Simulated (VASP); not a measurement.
# Si2W in VASP: a series of runs, part 2 of 2

VASP 6.6.1. The steps go on from the part before.

### Step 4. Single point, PBE

This run uses another cell than the first one: it holds 3 atoms, not 6.

File INCAR:

```
SYSTEM = Si2W
PREC = Accurate
ENCUT = 520
EDIFF = 1E-6
ISMEAR = 0
SIGMA = 0.1
LREAL = .False.
LASPH = .True.
NELM = 60
ALGO = Normal
ISIF = 2
LWAVE = .False.
LCHARG = .False.
GGA = PE
NBANDS = 18
```

File KPOINTS:

```
Automatic mesh
0
Gamma
  18 18 18
  0 0 0
```

File POSCAR:

```
Si2W
1.0
   -1.6172843272      1.6172843272      3.9387955843
    1.6172843272     -1.6172843272      3.9387955843
    1.6172843272      1.6172843272     -3.9387955843
Si W
2 1
Direct
    0.3346558912      0.3346558912      0.0000000000
    0.6653441088      0.6653441088      0.0000000000
    0.0000000000      0.0000000000      0.0000000000
```

The run is started by

```console
cat potpaw_PBE.64/Si/POTCAR potpaw_PBE.64/W_sv/POTCAR > POTCAR
mpirun -np 1 vasp_std > vasp.out
```

Run time: 9.2 min. Hardware: 1 thread of Intel Xeon 8259CL, shared host; peak memory 0.47 GiB.

Results (log left out):

- Free energy: -24.8153 eV
- Pressure: -1.0 GPa
- Largest force: 0.004 eV/Å
- Band gap on the k mesh: zero (bands 11 and 12 overlap by 1.24 eV)

Forces on the atoms (eV/Å):
```
Si   0.000  0.000 -0.004
Si   0.000  0.000  0.004
W    0.000  0.000  0.000
```

Levels at points of the mesh, in eV from the Fermi level:
```tsv
k point	band 8	band 9	band 10	band 11	band 12	band 13	band 14	band 15
(0.00, 0.00, 0.00)	-3.23	-2.79	-2.79	0.60	2.62	3.00	3.01	3.01
(0.50, 0.00, 0.00)	-4.80	-2.74	-2.70	-0.41	2.63	2.75	3.89	4.27
(0.50, 0.50, 0.00)	-5.50	-4.94	-3.17	-1.76	2.72	2.89	3.04	3.84
(0.50, 0.50, 0.50)	-2.53	-0.85	-0.85	-0.49	-0.49	0.77	4.43	4.67
```

Caveat: spin-orbit coupling is left out, which moves the levels of the heavy elements.

### Step 5. Single point, PBE

This run uses another cell than the first one: it holds 3 atoms, not 6.

File INCAR:

```
  ALGO = Normal
  EDIFF = 1E-7
  ENCUT = 520
  GGA = PE
  ISIF = 2
  ISMEAR = 0
  LASPH = T
  LCHARG = T
  LELF = T
  LREAL = F
  LVHAR = T
  LWAVE = F
  NBANDS = 18
  NELM = 100
  PREC = Accurate
  SIGMA = 0.1
```

File KPOINTS:

```
k-points
0
Gamma
  20 20 20
```

File POSCAR:

```
Si2W
1.0
   -1.4776927899      1.4776927899      3.6753473864
    1.4776927899     -1.4776927899      3.6753473864
    1.4776927899      1.4776927899     -3.6753473864
Si W
2 1
Direct
    0.3311946554      0.3311946554      0.0000000000
    0.6688053446      0.6688053446      0.0000000000
    0.0000000000      0.0000000000      0.0000000000
```

The run is started by

```console
cat potpaw_PBE.64/Si/POTCAR potpaw_PBE.64/W_sv/POTCAR > POTCAR
mpirun -np 1 vasp_std > vasp.out
```

It took 9.2 min on 1 thread of Intel Xeon 8259CL, shared host; peak memory 0.47 GiB.

It converged, with:

| Quantity | Value |
| --- | --- |
| Free energy | -22.7770 eV |
| Pressure | 90.5 GPa |
| Largest force | 0.014 eV/Å |
| Band gap on the k mesh | zero (bands 11 and 12 overlap by 1.92 eV) |

Forces on the atoms (eV/Å):
```
Si   0.000  0.000 -0.014
Si   0.000  0.000  0.014
W    0.000  0.000  0.000
```

Stress tensor (GPa, compression positive):
```
90.57  0.00  0.00
 0.00 90.57  0.00
 0.00  0.00 90.41
```

Levels at points of the mesh, in eV from the Fermi level:
| k point | band 7 | band 8 | band 9 | band 10 | band 11 | band 12 | band 13 | band 14 | band 15 | band 16 |
| --- | --- | --- | --- | --- | --- | --- | --- | --- | --- | --- |
| (0.00, 0.00, 0.00) | -4.60 | -3.74 | -3.54 | -3.54 | 1.02 | 1.81 | 4.19 | 4.19 | 4.43 | 5.88 |
| (0.50, 0.00, 0.00) | -6.88 | -5.49 | -3.81 | -3.34 | -0.76 | 3.20 | 3.97 | 4.20 | 5.88 | 6.03 |
| (0.50, 0.50, 0.00) | -7.16 | -6.08 | -5.51 | -4.48 | -1.48 | 3.47 | 4.33 | 4.34 | 4.50 | 4.67 |
| (0.50, 0.50, 0.50) | -5.32 | -3.54 | -0.73 | -0.73 | -0.72 | -0.72 | 1.30 | 5.06 | 5.94 | 8.04 |

Caveat: the cell stands under pressure; spin-orbit coupling is left out, which moves the levels of the heavy elements.

### Step 6. Single point, PBE

This run uses another cell than the first one: it holds 3 atoms, not 6.

File INCAR:

```
  PREC = Accurate
  ENCUT = 520
  EDIFF = 1E-7
  ISMEAR = 0
  SIGMA = 0.1
  LREAL = F
  LASPH = T
  NELM = 60
  ALGO = Normal
  ISIF = 2
  LWAVE = F
  LCHARG = F
  GGA = PE
  NBANDS = 18
```

File KPOINTS:

```
Automatic mesh
0
Gamma
  20 20 20
```

File POSCAR:

```
Si2W
1.0
   -1.5230596027      1.5230596027      3.7590310653
    1.5230596027     -1.5230596027      3.7590310653
    1.5230596027      1.5230596027     -3.7590310653
Si W
2 1
Direct
    0.3322214762      0.3322214762      0.0000000000
    0.6677785238      0.6677785238      0.0000000000
    0.0000000000      0.0000000000      0.0000000000
```

Potentials or basis: VASP PAW PBE potentials, release 64 (Si, W_sv).

The run is started by

```console
cat potpaw_PBE.64/Si/POTCAR potpaw_PBE.64/W_sv/POTCAR > POTCAR
mpirun -np 1 vasp_std > vasp.out
```

Run time: 8.9 min. Hardware: 1 thread of Intel Xeon 8259CL, shared host; peak memory 0.49 GiB.

It converged, with:

- Free energy: -23.9769 eV
- Pressure: 50.3 GPa
- Largest force: 0.009 eV/Å
- Band gap on the k mesh: zero (bands 11 and 12 overlap by 1.68 eV)

Forces in eV/Å, atoms in the order of the input:
```
Si   0.000  0.000 -0.009
Si   0.000  0.000  0.009
W    0.000  0.000  0.000
```

Stress tensor (GPa, compression positive):
```
50.34  0.00  0.00
 0.00 50.34  0.00
 0.00  0.00 50.23
```

Levels at points of the mesh, in eV from the Fermi level:
```tsv
k point	band 8	band 9	band 10	band 11	band 12	band 13	band 14	band 15
(0.00, 0.00, 0.00)	-3.75	-3.29	-3.29	0.87	2.24	3.75	3.76	3.76
(0.50, 0.00, 0.00)	-5.29	-3.40	-3.13	-0.63	3.03	3.49	4.18	5.51
(0.50, 0.50, 0.00)	-5.69	-5.52	-4.00	-1.63	3.19	3.81	3.98	4.20
(0.50, 0.50, 0.50)	-3.16	-0.80	-0.80	-0.62	-0.62	1.10	4.85	6.04
```

Caveat: the cell stands under pressure; spin-orbit coupling is left out, which moves the levels of the heavy elements.

### Step 7. Single point, PBE

This run uses another cell than the first one: it holds 3 atoms, not 6.

File INCAR:

```
PREC = Accurate
ENCUT = 520
EDIFF = 1E-7
ISMEAR = 0
SIGMA = 0.1
LREAL = False
LASPH = True
NELM = 80
ALGO = Normal
ISIF = 2
LWAVE = False
LCHARG = True
GGA = PE
LELF = True
LVHAR = True
NBANDS = 18
```

File KPOINTS:

```
regular mesh
0
Gamma
  20 20 20
```

File POSCAR:

```
Si2W
1.0
   -1.5229567224      1.5229567224      3.7593997153
    1.5229567224     -1.5229567224      3.7593997153
    1.5229567224      1.5229567224     -3.7593997153
Si W
2 1
Direct
    0.3321879610      0.3321879610      0.0000000000
    0.6678120390      0.6678120390      0.0000000000
    0.0000000000      0.0000000000      0.0000000000
```

Potentials or basis: VASP PAW PBE potentials, release 64 (Si, W_sv).

The run is started by

```console
cat potpaw_PBE.64/Si/POTCAR potpaw_PBE.64/W_sv/POTCAR > POTCAR
mpirun -np 1 vasp_std > vasp.out
```

OUTCAR:

```text
PREC = Accurate
   ENCUT = 520
   EDIFF = 1E-7
   ISMEAR = 0
   LREAL = False
   LASPH = True
   NELM = 80
   ISIF = 2
   GGA = PE

 ion  position               nearest neighbor table
   1  0.332  0.332  0.000-   2 2.48   2 2.48   2 2.48   2 2.48   3 2.50   3 2.50   3 2.50   3 2.50
                             3 2.50   2 2.52
   2  0.668  0.668  0.000-   1 2.48   1 2.48   1 2.48   1 2.48   3 2.50   3 2.50   3 2.50   3 2.50
                             3 2.50   1 2.52
   3  0.000  0.000  0.000-   2 2.50   2 2.50   2 2.50   1 2.50   2 2.50   1 2.50   1 2.50   1 2.50
                             1 2.50   2 2.50

  LATTYP: Found a body centered tetragonal cell.
 ALAT       =     3.0459134448
 C/A-ratio  =     2.4684875545

  Lattice vectors:

 A1 = (  -1.5229567224,   1.5229567224,   3.7593997153)
 A2 = (   1.5229567224,  -1.5229567224,   3.7593997153)
 A3 = (   1.5229567224,   1.5229567224,  -3.7593997153)

Analysis of symmetry for initial positions (statically):
=====================================================================
 Subroutine PRICEL returns:
 Original cell was already a primitive cell.

 Routine SETGRP: Setting up the symmetry group for a
[... 170 lines left out ...]
 E-fermi :  14.2407     XC(G=0): -13.2526

 val. band max:       14.2399859024   @ k =  -0.4000  -0.4000   0.3500
 cond. band min:      14.2503184854   @ k =  -0.3000  -0.4000   0.3000
 fundamental gap:      0.0103325830
 Fermi energy:        14.2406658074

 k-point     1 :       0.0000    0.0000    0.0000
  band No.  band energies     occupation
      1     -59.3074      2.00000
      2     -23.7653      2.00000
      3     -23.6070      2.00000
      4     -23.6070      2.00000
      5      -1.1772      2.00000
      6       6.3727      2.00000
[... 481 lines left out ...]
      5       1.2432      2.00000
      6       5.5712      2.00000
[... 10 lines left out ...]
     17      22.4009      0.00000
     18      23.8823      0.00000

 [... further k-points ...]

------------------------ aborting loop because EDIFF is reached ----------------------------------------

  FORCE on cell =-STRESS in cart. coord.  units (eV):
  Direction    XX          YY          ZZ          XY          YZ          ZX
  --------------------------------------------------------------------------------------
  -------------------------------------------------------------------------------------
  Total       10.9651849     10.9651849     10.9235380      0.0000000      0.0000000      0.0000000
  in kB      503.7011261    503.7011261    501.7880159      0.0000000      0.0000000      0.0000000
  external PRESSURE =     503.0634227 kB  Pullay stress =       0.0000000 kB

 VOLUME and BASIS-vectors are now :
 -----------------------------------------------------------------------------
  energy-cutoff  :      520.00
  volume of cell :       34.88
      direct lattice vectors                 reciprocal lattice vectors
    -1.522956722  1.522956722  3.759399715     0.000000000  0.328308738  0.132999957
     1.522956722 -1.522956722  3.759399715     0.328308738  0.000000000  0.132999957
     1.522956722  1.522956722 -3.759399715     0.328308738  0.328308738  0.000000000

 POSITION                                       TOTAL-FORCE (eV/Angst)
 -----------------------------------------------------------------------------------
      0.00000      0.00000      2.49765         0.000000      0.000000     -0.002248
      0.00000      0.00000      5.02114        -0.000000     -0.000000      0.002248
      0.00000      0.00000      0.00000        -0.000000     -0.000000     -0.000000
 -----------------------------------------------------------------------------------
    total drift:                               -0.000000      0.000000     -0.000000

  FREE ENERGIE OF THE ION-ELECTRON SYSTEM (eV)
  ---------------------------------------------------
  free  energy   TOTEN  =       -23.9765194111 eV

  energy  without entropy=      -23.9752698412  energy(sigma->0) =      -23.97589463
```

Run time: 9.8 min. Hardware: 1 thread of Intel Xeon 8259CL, shared host; peak memory 0.49 GiB.

Results:

| Quantity | Value |
| --- | --- |
| Free energy | -23.9765 eV |
| Pressure | 50.3 GPa |
| Band gap on the k mesh | zero (bands 11 and 12 overlap by 1.68 eV) |

Forces on the atoms (eV/Å):
```
Si   0.000  0.000 -0.002
Si   0.000  0.000  0.002
W    0.000  0.000  0.000
```

Caveat: the cell stands under pressure; spin-orbit coupling is left out, which moves the levels of the heavy elements.

### Step 8. Overview

```csv
cell,k mesh,gap on the mesh (eV),pressure (GPa),largest force (eV/Å)
"a = 3.277, b = 3.216, c = 7.853 Å, 6 atoms, atomic positions A",12 × 12 × 6,none,-1.7,-
"a = 3.326, b = 3.205, c = 7.808 Å, 6 atoms, atomic positions A",12 × 12 × 6,none,-2.5,0.01
"a = 4.555 Å, angles 138.4, 138.4, 60.3°, 3 atoms, atomic positions B",18 × 18 × 18,none,-1.0,-
"a = 4.228 Å, angles 139.1, 139.1, 59.2°, 3 atoms, atomic positions C",20 × 20 × 20,none,90.5,0.01
"a = 4.332 Å, angles 138.8, 138.8, 59.6°, 3 atoms, atomic positions C",20 × 20 × 20,none,50.3,0.01
"a = 4.333 Å, angles 138.8, 138.8, 59.6°, 3 atoms, atomic positions C",20 × 20 × 20,none,50.3,-
```

Alike in all rows: task single point; level PBE; potentials or basis VASP PAW PBE potentials, release 64 (Si, W_sv); no spin polarisation; cutoff (eV) 520; smearing gaussian 0.1 eV.

Caveats: spin-orbit coupling is left out, which moves the levels of the heavy elements; the cell stands under pressure (at least some runs).

Total energies depend on the potentials used, so only differences within one code and one set of settings carry meaning.
